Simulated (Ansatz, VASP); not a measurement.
Two plane-wave programs on ZnSe

```
Zn Se
1.0
     0.00000    2.78361    2.78361
     2.78361    0.00000    2.78361
     2.78361    2.78361    0.00000
Zn Se
1 1
Cartesian
  0.0000 0.0000 0.0000
  4.1754 4.1754 4.1754
```

Alike in both runs: task single point; functional LDA; k mesh 8 × 8 × 8; occupations gaussian, width 0.05 eV; no spin polarisation.

|  | VASP | Ansatz |
| --- | --- | --- |
| version | VASP 6.6.1 | Ansatz 0.2.0 |
| potentials or method | VASP PAW LDA potentials, release 64 (Zn, Se), cutoff 520 eV | scalar-relativistic, plane waves, PAW |
| valence electrons in the cell | 18 | 28 |

|  | VASP | Ansatz | Ansatz less VASP |
| --- | --- | --- | --- |
| gap on the k mesh at the Fermi level (eV) | 1.29 | 1.25 | -0.043 |
| least direct gap on the mesh (eV) | 1.29 | 1.25 | -0.043 |
| pressure (GPa) | 0.4 | 0.0 | -0.38 |

Ansatz warns that its potentials were made for another functional, while VASP's fit it. LDA's correlation is that of Perdew and Zunger in VASP and of Perdew and Wang (1992) in Ansatz. VASP's potentials hold 18 valence electrons a cell and Ansatz's 28, so a difference there can come from the potentials and not from the codes.
